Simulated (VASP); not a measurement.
# Cs2CrF6 (Fm-3m) in VASP: a series of runs

The runs below take Cs2CrF6 through single point, with LDA.

Everything below comes from runs of VASP 6.6.1. Logs are shortened: lines on timing, memory, paths and dates and some standing lists are left out, and cuts for length are marked.

### Step 1. The cell of the first run

It takes space group Fm-3m (No. 225, cubic). Conventional cell: a = 9.022 Å, b = 9.022 Å, c = 9.022 Å, α = 90.00°, β = 90.00°, γ = 90.00°. Within 4.3 Å of Cs (site symmetry -43m) lie 12 F at 3.23 Å and 4 Cr at 3.91 Å. Within 2.3 Å of Cr (site symmetry m-3m) lie 6 F at 1.73 Å. Within 2.3 Å of F (site symmetry 4mm) lie 1 Cr at 1.73 Å.

### Step 2. Single point, LDA, collinear spin, ferromagnetic start

Contents of INCAR:

```
SYSTEM = Cs2CrF6
PREC = Accurate
ENCUT = 600
EDIFF = 1E-6
ISMEAR = 0
SIGMA = 0.05
LREAL = .FALSE.
LASPH = .TRUE.
NELM = 200
ALGO = Normal
ISIF = 2
LWAVE = .FALSE.
LCHARG = .FALSE.
ISPIN = 2
MAGMOM = 0 0 2 0 0 0 0 0 0
LORBIT = 11
LMAXMIX = 4
NBANDS = 51
GGA_COMPAT = .FALSE.
```

Contents of KPOINTS:

```
regular mesh
0
G
  4 4 4
  0 0 0
```

Contents of POSCAR:

```
Cs2CrF6
1.0
    0.0000000000      4.5110002500      4.5110002500
    4.5110002500      0.0000000000      4.5110002500
    4.5110002500      4.5110002500      0.0000000000
Cs Cr F
2 1 6
Direct
    0.2500000000      0.2500000000      0.2500000000
    0.7500000000      0.7500000000      0.7500000000
    0.0000000000      0.0000000000      0.0000000000
    0.8080000000      0.1920000000      0.1920000000
    0.1920000000      0.8080000000      0.1920000000
    0.1920000000      0.8080000000      0.8080000000
    0.8080000000      0.1920000000      0.8080000000
    0.1920000000      0.1920000000      0.8080000000
    0.8080000000      0.8080000000      0.1920000000
```

Potentials or basis: VASP PAW LDA potentials, release 64 (Cs_sv, Cr_sv, F).

Started as:

```console
> cat potpaw_LDA.64/Cs_sv/POTCAR potpaw_LDA.64/Cr_sv/POTCAR potpaw_LDA.64/F/POTCAR > POTCAR
> mpirun -np 1 vasp_std > vasp.out
```

OUTCAR:

```text
SYSTEM = Cs2CrF6
   PREC = Accurate
   ENCUT = 600
   EDIFF = 1E-6
   ISMEAR = 0
   LREAL = .FALSE.
   LASPH = .TRUE.
   NELM = 200
   ISIF = 2
   ISPIN = 2
   LORBIT = 11

 ion  position               nearest neighbor table
   1  0.250  0.250  0.250-
   2  0.750  0.750  0.750-
   3  0.000  0.000  0.000-   4 1.73   5 1.73   6 1.73   7 1.73   8 1.73   9 1.73
   4  0.808  0.192  0.192-   3 1.73
   5  0.192  0.808  0.192-   3 1.73
   6  0.192  0.808  0.808-   3 1.73
   7  0.808  0.192  0.808-   3 1.73
   8  0.192  0.192  0.808-   3 1.73
   9  0.808  0.808  0.192-   3 1.73

  LATTYP: Found a face centered cubic cell.
 ALAT       =     9.0220005000

  Lattice vectors:

 A1 = (   0.0000000000,   4.5110002500,   4.5110002500)
 A2 = (   4.5110002500,   0.0000000000,   4.5110002500)
 A3 = (   4.5110002500,   4.5110002500,   0.0000000000)

Analysis of symmetry for initial positions (statically):
=====================================================================
 Subroutine PRICEL returns:
 Original cell was already a primitive cell.

 Routine SETGRP: Setting up the symmetry group for a
 face centered cubic supercell.

 Subroutine GETGRP returns: Found 48 space group operations
 (whereof 48 operations were pure point group operations)
 out of a pool of 48 trial point group operations.

The static configuration has the point symmetry O_h .

Analysis of symmetry for dynamics (positions and initial velocities):
=====================================================================
 Subroutine PRICEL returns:
 Original cell was already a primitive cell.

 Routine SETGRP: Setting up the symmetry group for a
 face centered cubic supercell.

 Subroutine GETGRP returns: Found 48 space group operations
 (whereof 48 operations were pure point group operations)
 out of a pool of 48 trial point group operations.

The dynamic configuration has the point symmetry O_h .

Analysis of structural, dynamic, and magnetic symmetry:
=====================================================================
 Subroutine PRICEL returns:
 Original cell was already a primitive cell.

 Routine SETGRP: Setting up the symmetry group for a
 face centered cubic supercell.

 Subroutine GETGRP returns: Found 48 space group operations
 (whereof 48 operations were pure point group operations)
 out of a pool of 48 trial point group operations.

The overall configuration has the point symmetry O_h .

 Subroutine INISYM returns: Found 48 space group operations
 (whereof 48 operations are pure point group operations),
[... 138 lines left out ...]
  free energy    TOTEN  =       -50.83156569 eV

  energy without entropy =      -50.80084389  energy(sigma->0) =      -50.81620479

 E-fermi :   0.7418     XC(G=0):  -8.7185

 val. band max:        0.7391235587   @ k =  -0.2500   0.2500   0.0000
 cond. band min:       0.7434296442   @ k =   0.5000   0.2500   0.0000
 fundamental gap:      0.0043060855
 Fermi energy:         0.7418440827

 spin component 1

 k-point     1 :       0.0000    0.0000    0.0000
  band No.  band energies     occupation
      1     -72.2844      1.00000
      2     -44.1750      1.00000
      3     -44.1750      1.00000
      4     -44.1750      1.00000
      5     -23.0583      1.00000
      6     -22.3602      1.00000
[... 405 lines left out ...]
     48       8.1912      0.00000
     49       8.2675      0.00000
 Fermi energy:         0.7418440827

 spin component 2

 k-point     1 :       0.0000    0.0000    0.0000
  band No.  band energies     occupation
      1     -70.4244      1.00000
      2     -42.4099      1.00000
      3     -42.4099      1.00000
      4     -42.4099      1.00000
      5     -22.9851      1.00000
      6     -22.2927      1.00000
[... 405 lines left out ...]
     48       8.2025      0.00000
     49       8.2805      0.00000
 [bands above 49 left out]

------------------------ aborting loop because EDIFF is reached ----------------------------------------

  FORCE on cell =-STRESS in cart. coord.  units (eV):
  Direction    XX          YY          ZZ          XY          YZ          ZX
  --------------------------------------------------------------------------------------
  -------------------------------------------------------------------------------------
  Total        5.7647126      5.7647126      5.7647126      0.0000000     -0.0000000     -0.0000000
  in kB       50.3083063     50.3083063     50.3083063      0.0000000     -0.0000000     -0.0000000
  external PRESSURE =      50.3083063 kB  Pullay stress =       0.0000000 kB

 VOLUME and BASIS-vectors are now :
 -----------------------------------------------------------------------------
  energy-cutoff  :      600.00
  volume of cell :      183.59
      direct lattice vectors                 reciprocal lattice vectors
     0.000000000  4.511000250  4.511000250    -0.110840162  0.110840162  0.110840162
     4.511000250  0.000000000  4.511000250     0.110840162 -0.110840162  0.110840162
     4.511000250  4.511000250  0.000000000     0.110840162  0.110840162 -0.110840162

 POSITION                                       TOTAL-FORCE (eV/Angst)
 -----------------------------------------------------------------------------------
      2.25550      2.25550      2.25550        -0.000000     -0.000000      0.000000
      6.76650      6.76650      6.76650         0.000000      0.000000     -0.000000
      0.00000      0.00000      0.00000         0.000000     -0.000000      0.000000
      1.73222      4.51100      4.51100         2.641876     -0.000000      0.000000
      4.51100      1.73222      4.51100         0.000000      2.641876      0.000000
      7.28978      4.51100      4.51100        -2.641876     -0.000000      0.000000
      4.51100      7.28978      4.51100         0.000000     -2.641876      0.000000
      4.51100      4.51100      1.73222         0.000000     -0.000000      2.641876
      4.51100      4.51100      7.28978         0.000000     -0.000000     -2.641876
 -----------------------------------------------------------------------------------
    total drift:                                0.000000      0.000000      0.000000

  FREE ENERGIE OF THE ION-ELECTRON SYSTEM (eV)
  ---------------------------------------------------
  free  energy   TOTEN  =       -50.8315656923 eV

  energy  without entropy=      -50.8008438948  energy(sigma->0) =      -50.81620479

 total charge

# of ion       s       p       d       tot
------------------------------------------
    1        1.824   4.691   0.020   6.535
    2        1.824   4.691   0.020   6.535
    3        2.195   6.116   3.446  11.757
    4        1.731   4.358   0.000   6.089
    5        1.731   4.358   0.000   6.089
    6        1.731   4.358   0.000   6.089
    7        1.731   4.358   0.000   6.089
    8        1.731   4.358   0.000   6.089
    9        1.731   4.358   0.000   6.089
--------------------------------------------------
tot         16.230  41.645   3.485  61.361

 magnetization (x)

# of ion       s       p       d       tot
------------------------------------------
    1        0.001   0.000   0.001   0.002
    2        0.001   0.000   0.001   0.002
    3        0.005   0.007   1.684   1.696
    4       -0.000   0.021   0.000   0.021
    5       -0.000   0.021   0.000   0.021
    6       -0.000   0.021   0.000   0.021
    7       -0.000   0.021   0.000   0.021
    8       -0.000   0.021   0.000   0.021
    9       -0.000   0.021   0.000   0.021
--------------------------------------------------
tot          0.005   0.135   1.686   1.826
```

OSZICAR:

```text
N       E                     dE             d eps       ncg     rms          rms(c)
DAV:   1     0.701485991751E+03    0.70149E+03   -0.40996E+04  2217   0.164E+03
DAV:   2     0.731938858746E+01   -0.69417E+03   -0.67021E+03  1900   0.445E+02
DAV:   3    -0.554668934212E+02   -0.62786E+02   -0.62037E+02  2104   0.140E+02
DAV:   4    -0.591908392754E+02   -0.37239E+01   -0.36888E+01  2789   0.344E+01
DAV:   5    -0.594315061408E+02   -0.24067E+00   -0.23962E+00  2538   0.657E+00    0.397E+01
DAV:   6    -0.519034736278E+02    0.75280E+01   -0.37492E+01  2642   0.788E+01    0.271E+01
DAV:   7    -0.510807989638E+02    0.82267E+00   -0.72840E+00  2600   0.472E+01    0.194E+01
DAV:   8    -0.509359297008E+02    0.14487E+00   -0.51018E-01  2461   0.488E+00    0.839E+00
DAV:   9    -0.508565506893E+02    0.79379E-01   -0.34976E-01  2522   0.964E+00    0.318E+00
DAV:  10    -0.508300076847E+02    0.26543E-01   -0.10581E-01  2725   0.458E+00    0.471E-01
DAV:  11    -0.508309036271E+02   -0.89594E-03   -0.43385E-03  2244   0.369E-01    0.288E-01
DAV:  12    -0.508313888549E+02   -0.48523E-03   -0.62327E-04  2673   0.211E-01    0.872E-02
DAV:  13    -0.508314915492E+02   -0.10269E-03   -0.82112E-05  2606   0.589E-02    0.265E-02
DAV:  14    -0.508315492240E+02   -0.57675E-04   -0.27602E-05  2497   0.412E-02    0.177E-02
DAV:  15    -0.508315637254E+02   -0.14501E-04   -0.76812E-06  2074   0.133E-02    0.959E-03
DAV:  16    -0.508315653819E+02   -0.16565E-05   -0.16776E-06  1689   0.200E-02    0.566E-03
DAV:  17    -0.508315656923E+02   -0.31040E-06   -0.48279E-07  1434   0.656E-03
   1 F= -.50831566E+02 E0= -.50816205E+02  d E =-.307218E-01  mag=     2.0000
```

stdout:

```text
POSCAR found type information on POSCAR CsCrF
 POSCAR found :  3 types and       9 ions
 scaLAPACK will be used
 LDA part: xc-table for (Slater(with rela. corr.)+CA(PZ))
 , standard interpolation
 POSCAR, INCAR and KPOINTS ok, starting setup
 FFT: planning ... GRIDC
 FFT: planning ... GRID_SOFT
 FFT: planning ... GRID
 WAVECAR not read
 entering main loop
```

Run time: 5.1 min. Hardware: 1 thread of Intel Xeon Platinum 8375C at 2.90GHz (Ice Lake), shared host; peak memory 0.41 GiB.

What came out:

- Free energy: -50.8316 eV
- Pressure: 5.0 GPa
- Largest force: 2.642 eV/Å
- Band gap on the k mesh: zero (filled and empty bands overlap)
- Net moment: 2.00 μB per cell
- Site moments: Cs +0.00; Cr +1.70; F +0.02 μB
- Valence electrons inside the program's atomic spheres: Cs 6.54; Cr 11.76; F 6.09

Forces in eV/Å, atoms in the order of the input:
```
Cs   0.000  0.000  0.000
Cs   0.000  0.000  0.000
Cr   0.000  0.000  0.000
F    2.642  0.000  0.000
F    0.000  2.642  0.000
F   -2.642  0.000  0.000
F    0.000 -2.642  0.000
F    0.000  0.000  2.642
F    0.000  0.000 -2.642
```

Levels at points of the mesh, in eV from the Fermi level:
Spin up:
| k point | band 33 | band 34 | band 35 | band 36 | band 37 | band 38 | band 39 | band 40 | band 41 | band 42 |
| --- | --- | --- | --- | --- | --- | --- | --- | --- | --- | --- |
| (0.00, 0.00, 0.00) | -4.07 | -3.58 | -3.58 | -3.58 | 0.02 | 0.02 | 0.02 | 3.46 | 3.46 | 3.57 |
| (0.50, 0.00, 0.00) | -4.03 | -3.61 | -3.61 | -3.61 | -0.06 | 0.00 | 0.00 | 3.40 | 3.40 | 4.93 |
| (0.50, 0.50, 0.00) | -4.01 | -3.64 | -3.64 | -3.59 | -0.12 | 0.01 | 0.01 | 3.04 | 3.53 | 5.10 |
Spin down:
| k point | band 32 | band 33 | band 34 | band 35 | band 36 | band 37 | band 38 | band 39 | band 40 | band 41 |
| --- | --- | --- | --- | --- | --- | --- | --- | --- | --- | --- |
| (0.00, 0.00, 0.00) | -4.02 | -4.02 | -3.51 | -3.51 | -3.51 | 1.58 | 1.58 | 1.58 | 3.60 | 4.31 |
| (0.50, 0.00, 0.00) | -3.98 | -3.98 | -3.54 | -3.54 | -3.54 | 1.53 | 1.57 | 1.57 | 4.33 | 4.33 |
| (0.50, 0.50, 0.00) | -3.96 | -3.96 | -3.57 | -3.57 | -3.52 | 1.45 | 1.60 | 1.60 | 3.78 | 4.51 |

Caveat: the cell stands under pressure; spin-orbit coupling is left out, which moves the levels of the heavy elements; a cell with one magnetic atom can't hold antiferromagnetic order, which such compounds often take; semilocal functionals often make such compounds metallic where correlation or magnetic order opens a gap, which also shifts bond lengths; forces of over 1 eV/Å act on the atoms, so gaps and moduli don't describe the material at rest.

[end of part 1 of 2]
